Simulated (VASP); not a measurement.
A run of VASP 6.6.1 is set up as follows.

Contents of INCAR:

```
ALGO     = Normal         # electronic algorithm
EDIFF    = 1E-6           # SCF threshold, eV
ENCUT    = 520            # plane-wave cutoff, eV
GGA      = PE             # functional
ISIF     = 2              # what is computed and relaxed
ISMEAR   = 0              # smearing method
LASPH    = True           # aspherical terms in the spheres
LCHARG   = False          # write CHGCAR
LREAL    = False          # projectors in reciprocal space
LWAVE    = False          # write WAVECAR
NBANDS   = 26             # bands
NELM     = 80             # most SCF steps
PREC     = Accurate       # precision mode
SIGMA    = 0.1            # smearing width, eV
```

Contents of KPOINTS:

```
k-points
0
Gamma
  6 6 4
```

Contents of POSCAR:

```
TaRu2
1.0
    3.5792631000      0.0000000000      0.0000000000
   -1.7896315500      3.0997327700      0.0000000000
    0.0000000000      0.0000000000      4.1734670200
Ta Ru
1 2
Direct
    0.0000000000      0.0000000000      0.0000000000
    0.3333333300      0.6666666700      0.0000000000
    0.6666666700      0.3333333300      0.0000000000
```

Potentials or basis: VASP PAW PBE potentials, release 64 (Ta_pv, Ru_pv).

Run with:

```bash
$ cat potpaw_PBE.64/Ta_pv/POTCAR potpaw_PBE.64/Ru_pv/POTCAR > POTCAR
$ mpirun -np 1 vasp_std > vasp.out
```

Q: Estimate the pressure.

A: 264.7 GPa.

Stress tensor (GPa, compression positive):
```
396.97   0.00   0.00
  0.00 396.97   0.00
  0.00   0.00   0.23
```

Caveat: the k points lie up to 0.38 Å⁻¹ apart.
